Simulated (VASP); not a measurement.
# CuGe23 (a cell with a defect) in VASP: notebook

Runs on CuGe23 (a cell with a defect). Level: PBEsol+U. Tasks: relaxation of the atoms, single point.

All numbers are computed with VASP 6.6.1; they aren't measurements. Logs are shortened: lines on timing, memory, paths and dates and some standing lists are left out, and cuts for length are marked.

**1. The cell of the first run**

The cell holds a defect, 24 atoms: a = 12.001 Å, b = 8.001 Å, c = 8.001 Å, α = 60.00°, β = 60.00°, γ = 60.00°.

**2. Relaxation of the atoms, PBEsol+U, collinear spin (atoms moved at random)**

INCAR

```
  PREC = Accurate
  ENCUT = 350
  EDIFF = 1E-5
  ISMEAR = 0
  SIGMA = 0.03
  LREAL = Auto
  LASPH = True
  NELM = 120
  ALGO = Normal
  ISIF = 2
  LWAVE = False
  LCHARG = False
  ISPIN = 2
  MAGMOM = 3 0 0 0 0 0 0 0 0 0 0 0 0 0 0 0 0 0 0 0 0 0 0 0
  LORBIT = 11
  NUPDOWN = 3
  LMAXMIX = 4
  LDAU = True
  LDAUTYPE = 2
  LDAUL = 2 -1
  LDAUU = 5 0
  LDAUJ = 0 0
  LDAUPRINT = 1
  GGA = PS
  IBRION = 2
  NSW = 60
  EDIFFG = -0.03
  ISYM = 0
  KPAR = 2
```

KPOINTS

```
Automatic mesh
0
Gamma
  2 2 2
```

POSCAR

```
CuGe23
1.0
    0.0000000000      8.4863100000      8.4863100000
    5.6575400000      0.0000000000      5.6575400000
    5.6575400000      5.6575400000      0.0000000000
Cu Ge
1 23
Direct
   -0.0040660000      0.0045550000     -0.0071760000
   -0.0004080000      0.0040530000      0.4991910000
   -0.0018690000      0.5041390000     -0.0046620000
   -0.0038300000      0.4958470000      0.5029870000
    0.3362920000     -0.0100230000     -0.0003090000
    0.3316010000      0.0017690000      0.4981200000
    0.3336940000      0.4979430000     -0.0006170000
    0.3325810000      0.4954290000      0.5047620000
    0.6642700000     -0.0032430000      0.0051010000
    0.6662220000     -0.0100640000      0.5030700000
    0.6687160000      0.5042760000     -0.0000240000
    0.6654080000      0.4986440000      0.5085630000
    0.0840050000      0.1242480000      0.1254890000
    0.0812640000      0.1196070000      0.6256900000
    0.0821950000      0.6269350000      0.1242010000
    0.0848220000      0.6248110000      0.6243890000
    0.4144270000      0.1320840000      0.1243110000
    0.4133810000      0.1275170000      0.6235540000
    0.4172760000      0.6258180000      0.1276050000
    0.4178890000      0.6258210000      0.6319030000
    0.7527580000      0.1243250000      0.1221330000
    0.7495760000      0.1273830000      0.6164590000
    0.7476590000      0.6252130000      0.1261480000
    0.7503020000      0.6205190000      0.6239640000
```

Potentials or basis: VASP PAW PBE potentials, release 64 (Cu, Ge_d).

Launch:

```console
$ cat potpaw_PBE.64/Cu/POTCAR potpaw_PBE.64/Ge_d/POTCAR > POTCAR
$ mpirun -np 4 vasp_std > vasp.out
```

OUTCAR:

```text
PREC = Accurate
   ENCUT = 350
   EDIFF = 1E-5
   ISMEAR = 0
   LREAL = Auto
   LASPH = True
   NELM = 120
   ISIF = 2
   ISPIN = 2
   LORBIT = 11
   NUPDOWN = 3
   GGA = PS
   IBRION = 2
   NSW = 60
   EDIFFG = -0.03
   ISYM = 0

 ion  position               nearest neighbor table
   1  0.996  0.005  0.993-  21 2.38  14 2.40  15 2.47  13 2.51
   2  1.000  0.004  0.499-  14 2.38  13 2.44  22 2.45  16 2.48
   3  0.998  0.504  0.995-  16 2.42  23 2.45  15 2.47  13 2.48
   4  0.996  0.496  0.503-  24 2.41  14 2.46  15 2.48  16 2.50
   5  0.336  0.990  1.000-  19 2.38  18 2.46  13 2.47  17 2.51
   6  0.332  0.002  0.498-  18 2.44  17 2.44  14 2.45  20 2.46
[... 16 lines left out ...]
  23  0.748  0.625  0.126-  11 2.39   9 2.43   3 2.45  12 2.50
  24  0.750  0.621  0.624-  12 2.38   4 2.41  10 2.41  11 2.46

IMPORTANT INFORMATION: All symmetrisations will be switched off!
NOSYMM: (Re-)initialisation of all symmetry stuff for point group C_1.

----------------------------------------------------------------------------------------

                                     Primitive cell

  volume of cell :     543.2555

  direct lattice vectors                    reciprocal lattice vectors
     0.000000000  8.486310000  8.486310000    -0.058918423  0.058918423  0.058918423
     5.657540000  0.000000000  5.657540000     0.088377634 -0.088377634  0.088377634
     5.657540000  5.657540000  0.000000000     0.088377634  0.088377634 -0.088377634

  length of vectors
    12.001454697  8.000969798  8.000969798     0.102049702  0.153074553  0.153074553

  position of ions in fractional coordinates (direct lattice)
     0.995934000  0.004555000  0.992824000
     0.999592000  0.004053000  0.499191000
     0.998131000  0.504139000  0.995338000
     0.996170000  0.495847000  0.502987000
     0.336292000  0.989977000  0.999691000
     0.331601000  0.001769000  0.498120000
[... 16 lines left out ...]
     0.747659000  0.625213000  0.126148000
     0.750302000  0.620519000  0.623964000

  ion indices of the primitive-cell ions
   primitive index   ion index
                 1           1
                 2           2
                 3           3
                 4           4
                 5           5
                 6           6
[... 16 lines left out ...]
                23          23
                24          24

----------------------------------------------------------------------------------------

 KPOINTS: Automatic mesh

Automatic generation of k-mesh.
 Grid dimensions read from file:
 generate k-points for:    2    2    2

 Generating k-lattice:

  Cartesian coordinates                     Fractional coordinates (reciprocal lattice)
    -0.029459211  0.029459211  0.029459211     0.500000000  0.000000000  0.000000000
     0.044188817 -0.044188817  0.044188817     0.000000000  0.500000000  0.000000000
     0.044188817  0.044188817 -0.044188817     0.000000000  0.000000000  0.500000000

  Length of vectors
     0.051024851  0.076537276  0.076537276

  Shift w.r.t. Gamma in fractional coordinates (k-lattice)
     0.000000000  0.000000000  0.000000000

 Subroutine IBZKPT returns following result:
 ===========================================

 Found      8 irreducible k-points:

 Following reciprocal coordinates:
            Coordinates               Weight
  0.000000  0.000000  0.000000      1.000000
  0.500000  0.000000  0.000000      1.000000
  0.000000  0.500000  0.000000      1.000000
  0.000000  0.000000  0.500000      1.000000
  0.500000  0.000000  0.500000      1.000000
  0.500000  0.500000  0.000000      1.000000
  0.000000  0.500000  0.500000      1.000000
  0.500000  0.500000  0.500000      1.000000
[... 68 lines left out ...]
  ext. energy  EPLUGINS =         0.00000000
  ---------------------------------------------------
  free energy    TOTEN  =      -112.40672367 eV

  energy without entropy =     -112.40475097  energy(sigma->0) =     -112.40573732

------------------------ aborting loop because EDIFF is reached ----------------------------------------

  FORCE on cell =-STRESS in cart. coord.  units (eV):
  Direction    XX          YY          ZZ          XY          YZ          ZX
  --------------------------------------------------------------------------------------
  -------------------------------------------------------------------------------------
  Total        3.0705266      2.7529892      2.9666382      0.0626898     -1.4251559      2.2790164
  in kB        9.0556429      8.1191570      8.7492539      0.1848856     -4.2030912      6.7213093
  external PRESSURE =       8.6413512 kB  Pullay stress =       0.0000000 kB
[... 155 lines left out ...]
  FREE ENERGIE OF THE ION-ELECTRON SYSTEM (eV)
  ---------------------------------------------------
  free  energy   TOTEN  =      -112.7490780985 eV

  energy  without entropy=     -112.7450993539  energy(sigma->0) =     -112.74708873

[... ionic steps 4 to 12 ...]

--------------------------------------- Ionic step       13  -------------------------------------------

 number of electron     332.9999968 magnetization       3.0000000

------------------------ aborting loop because EDIFF is reached ----------------------------------------
[... 105 lines left out ...]
  FREE ENERGIE OF THE ION-ELECTRON SYSTEM (eV)
  ---------------------------------------------------
  free  energy   TOTEN  =      -112.8348267944 eV

  energy  without entropy=     -112.8316000027  energy(sigma->0) =     -112.83321340

atom =   1  type =  1  l = 2

 onsite density matrix

spin component  1

  0.9414 -0.0014  0.0009  0.0011 -0.0000
 -0.0014  0.9412  0.0004 -0.0011 -0.0005
  0.0009  0.0004  0.9411 -0.0004  0.0000
  0.0011 -0.0011 -0.0004  0.9417 -0.0007
 -0.0000 -0.0005  0.0000 -0.0007  0.9411

spin component  2

  0.9120  0.0024  0.0006 -0.0032 -0.0002
  0.0024  0.9138 -0.0003  0.0026 -0.0002
  0.0006 -0.0003  0.9426 -0.0001 -0.0001
 -0.0032  0.0026 -0.0001  0.9118 -0.0001
 -0.0002 -0.0002 -0.0001 -0.0001  0.9427

 occupancies and eigenvectors

  o =  0.9070  v =  0.0000  0.0000  0.0000  0.0000  0.0000 -0.6198  0.4545  0.0120 -0.6397 -0.0033      0.0000  0.0000  0.0000  0.0000  0.0000  0.0000  0.0000  0.0000  0.0000  0.0000
  o =  0.9150  v =  0.0000  0.0000  0.0000  0.0000  0.0000 -0.7568 -0.1316  0.0166  0.6400 -0.0039      0.0000  0.0000  0.0000  0.0000  0.0000  0.0000  0.0000  0.0000  0.0000  0.0000
  o =  0.9156  v =  0.0000  0.0000  0.0000  0.0000  0.0000 -0.2068 -0.8809 -0.0055 -0.4256 -0.0081      0.0000  0.0000  0.0000  0.0000  0.0000  0.0000  0.0000  0.0000  0.0000  0.0000
  o =  0.9393  v = -0.6123 -0.6135  0.4571  0.0152 -0.1990  0.0000  0.0000  0.0000  0.0000  0.0000      0.0000  0.0000  0.0000  0.0000  0.0000  0.0000  0.0000  0.0000  0.0000  0.0000
  o =  0.9398  v = -0.2844  0.3649  0.3151  0.6429  0.5229  0.0000  0.0000  0.0000  0.0000  0.0000      0.0000  0.0000  0.0000  0.0000  0.0000  0.0000  0.0000  0.0000  0.0000  0.0000
  o =  0.9416  v =  0.1557  0.4478  0.4942  0.1522 -0.7127  0.0000  0.0000  0.0000  0.0000  0.0000      0.0000  0.0000  0.0000  0.0000  0.0000  0.0000  0.0000  0.0000  0.0000  0.0000
  o =  0.9419  v =  0.4118 -0.0601  0.6684 -0.4521  0.4191  0.0000  0.0000  0.0000  0.0000  0.0000      0.0000  0.0000  0.0000  0.0000  0.0000  0.0000  0.0000  0.0000  0.0000  0.0000
  o =  0.9426  v =  0.0000  0.0000  0.0000  0.0000  0.0000 -0.0119  0.0102 -0.8258  0.0061 -0.5636      0.0000  0.0000  0.0000  0.0000  0.0000  0.0000  0.0000  0.0000  0.0000  0.0000
  o =  0.9428  v =  0.0000  0.0000  0.0000  0.0000  0.0000  0.0162  0.0005  0.5635 -0.0004 -0.8260      0.0000  0.0000  0.0000  0.0000  0.0000  0.0000  0.0000  0.0000  0.0000  0.0000
  o =  0.9439  v = -0.5920  0.5351 -0.0292 -0.5991  0.0587  0.0000  0.0000  0.0000  0.0000  0.0000      0.0000  0.0000  0.0000  0.0000  0.0000  0.0000  0.0000  0.0000  0.0000  0.0000

--------------------------------------- Ionic step       15  -------------------------------------------

 number of electron     332.9999959 magnetization       3.0000000

 Free energy of the ion-electron system (eV)
  ---------------------------------------------------
  ext. energy  EPLUGINS =         0.00000000
  ---------------------------------------------------
  free energy    TOTEN  =      -112.83563897 eV

  energy without entropy =     -112.83239995  energy(sigma->0) =     -112.83401946

 E-fermi :   3.9629     XC(G=0): -10.1006

 val. band max:        4.9952111698   @ k =   0.5000   0.0000   0.0000
 cond. band min:       4.0146102085   @ k =   0.0000   0.5000   0.0000
 fundamental gap:     -0.9806009613
 Fermi energy:         5.0048632496

 spin component 1

 k-point     1 :       0.0000    0.0000    0.0000
  band No.  band energies     occupation
      1     -20.1115      1.00000
      2     -20.1065      1.00000
      3     -20.1060      1.00000
      4     -20.1019      1.00000
      5     -20.0992      1.00000
      6     -20.0948      1.00000
[... 1437 lines left out ...]
    177       6.8772      0.00000
    178       7.5089      0.00000
 Fermi energy:         3.9628585663

 spin component 2

 k-point     1 :       0.0000    0.0000    0.0000
  band No.  band energies     occupation
      1     -20.0981      1.00000
      2     -20.0908      1.00000
      3     -20.0901      1.00000
      4     -20.0849      1.00000
      5     -20.0833      1.00000
      6     -20.0796      1.00000
[... 1437 lines left out ...]
    177       6.9846      0.00000
    178       7.6066      0.00000
 [bands above 178 left out]

------------------------ aborting loop because EDIFF is reached ----------------------------------------

  FORCE on cell =-STRESS in cart. coord.  units (eV):
  Direction    XX          YY          ZZ          XY          YZ          ZX
  --------------------------------------------------------------------------------------
  -------------------------------------------------------------------------------------
  Total        1.6639585      1.5776481      1.5758197      0.2777435     -0.5706999      0.2046439
  in kB        4.9073714      4.6528235      4.6474311      0.8191252     -1.6831166      0.6035389
  external PRESSURE =       4.7358753 kB  Pullay stress =       0.0000000 kB
[... 39 lines left out ...]
  FREE ENERGIE OF THE ION-ELECTRON SYSTEM (eV)
  ---------------------------------------------------
  free  energy   TOTEN  =      -112.8356389742 eV

  energy  without entropy=     -112.8323999526  energy(sigma->0) =     -112.83401946

 reached required accuracy - stopping structural energy minimisation

 total charge

# of ion       s       p       d       tot
------------------------------------------
    1        0.489   0.389   9.308  10.185
    2        1.137   1.236  10.020  12.393
    3        1.137   1.235  10.020  12.393
    4        1.136   1.237  10.020  12.393
    5        1.134   1.238  10.020  12.391
    6        1.135   1.244  10.020  12.399
[... 16 lines left out ...]
   23        1.132   1.246  10.020  12.398
   24        1.135   1.243  10.019  12.397
--------------------------------------------------
tot         26.664  28.776 239.765 295.206

 magnetization (x)

# of ion       s       p       d       tot
------------------------------------------
    1        0.001   0.106   0.083   0.190
    2        0.010   0.048   0.005   0.063
    3        0.010   0.047   0.005   0.063
    4        0.008   0.047   0.005   0.060
    5        0.006   0.061   0.005   0.073
    6        0.015   0.042   0.006   0.063
[... 16 lines left out ...]
   23        0.012   0.038   0.004   0.054
   24        0.016   0.040   0.005   0.061
--------------------------------------------------
tot          0.298   1.417   0.202   1.916
```

Wall time 52 min (4 MPI ranks of Intel Xeon 6975P-C (Granite Rapids), shared host); peak memory 0.63 GiB.

Results:

```
Free energy                                           : -112.8356 eV
Energy gained by relaxing                             : 17.9 meV/atom
Ionic steps                                           : 15
Largest force after relaxing                          : 0.019 eV/Å
Net moment                                            : 3.00 μB per cell
Site moments                                          : Cu +0.19; Ge +0.06, +0.07, +0.14, +0.04, +0.08, +0.16, +0.05 (each value once) μB
Valence electrons inside the program's atomic spheres : Cu 10.19; Ge 12.39, 12.40, 12.37 (each value once)
```

Forces in eV/Å, atoms in the order of the input:
```
Cu  -0.007  0.008  0.002
Ge   0.003  0.006 -0.008
Ge   0.002 -0.004 -0.005
Ge   0.002  0.001  0.000
Ge   0.007 -0.005  0.007
Ge  -0.002  0.004  0.000
Ge  -0.015  0.000 -0.003
Ge  -0.015 -0.009  0.000
Ge  -0.001  0.004 -0.008
Ge   0.016  0.006  0.008
Ge  -0.001 -0.010 -0.001
Ge  -0.004 -0.003  0.008
Ge   0.005  0.004 -0.007
Ge   0.005  0.005  0.005
Ge  -0.003  0.006  0.004
Ge  -0.001  0.004  0.002
Ge   0.003  0.009  0.000
Ge   0.003  0.004  0.001
Ge   0.002 -0.012  0.000
Ge  -0.009 -0.005 -0.004
Ge  -0.001  0.004 -0.003
Ge   0.009  0.004  0.000
Ge  -0.004 -0.013  0.001
Ge   0.005 -0.008  0.000
```

The path:
```tsv
step	energy change (eV)	largest force (eV/Å)	pressure (GPa)
1	0.0000	0.9493	0.86
2	-0.3096	0.5899	0.67
3	-0.3424	0.4718	0.62
4	-0.3970	0.2502	0.58
5	-0.4147	0.1894	0.54
6	-0.4153	0.1665	0.48
7	-0.4153	0.1810	0.52
8	-0.4241	0.0645	0.48
9	-0.4252	0.0673	0.48
10	-0.4252	0.0737	0.49
11	-0.4275	0.0380	0.46
12	-0.4280	0.0384	0.47
13	-0.4280	0.0400	0.47
14	-0.4281	0.0448	0.48
15	-0.4289	0.0190	0.47
```

Final structure:
```cif
data_structure
_symmetry_space_group_name_H-M 'P 1'
_symmetry_Int_Tables_number 1
_cell_length_a 12.0015
_cell_length_b 8.0010
_cell_length_c 8.0010
_cell_angle_alpha 60.000
_cell_angle_beta 60.000
_cell_angle_gamma 60.000
_cell_volume 543.26
loop_
_atom_site_label
_atom_site_type_symbol
_atom_site_fract_x
_atom_site_fract_y
_atom_site_fract_z
_atom_site_occupancy
Cu1 Cu 0.99978 0.00046 0.99820 1
Ge1 Ge 0.00068 0.00239 0.49535 1
Ge2 Ge 0.00119 0.49798 0.00171 1
Ge3 Ge 0.00168 0.49581 0.49648 1
Ge4 Ge 0.32895 0.00098 0.00289 1
Ge5 Ge 0.32841 0.00273 0.49991 1
Ge6 Ge 0.32834 0.50120 0.00455 1
Ge7 Ge 0.33087 0.50010 0.50353 1
Ge8 Ge 0.66749 0.00112 0.00048 1
Ge9 Ge 0.66548 0.99934 0.49650 1
Ge10 Ge 0.66643 0.49618 0.00324 1
Ge11 Ge 0.66576 0.49830 0.50197 1
Ge12 Ge 0.07804 0.12123 0.11871 1
Ge13 Ge 0.07850 0.11896 0.63951 1
Ge14 Ge 0.07841 0.64158 0.11986 1
Ge15 Ge 0.08152 0.62545 0.62486 1
Ge16 Ge 0.41704 0.12516 0.12382 1
Ge17 Ge 0.41585 0.12241 0.62586 1
Ge18 Ge 0.41681 0.62384 0.12602 1
Ge19 Ge 0.41743 0.62550 0.62737 1
Ge20 Ge 0.75993 0.11934 0.11958 1
Ge21 Ge 0.75130 0.12028 0.62436 1
Ge22 Ge 0.75174 0.62488 0.12394 1
Ge23 Ge 0.75253 0.62239 0.62617 1
```

Eigenvalues of the final occupation matrices:
```
    site  spin  trace               eigenvalues
site 1 d     1   4.71  0.94 0.94 0.94 0.94 0.94
site 1 d     2   4.62  0.91 0.92 0.92 0.94 0.94
```

Caveat: the k points lie up to 0.48 Å⁻¹ apart; the cell differs from its parent crystal (atoms moved at random); the cutoff is under 1.25 times the usual one of these potentials, so pressure, stress and relaxed cells hold a basis-set (Pulay) error; the PAW data sets were made with another functional, which shifts forces and pressure a little; the total moment is fixed, so each spin has its own Fermi level; the U is typed as a test and isn't derived for this compound.

[end of part 1 of 3]
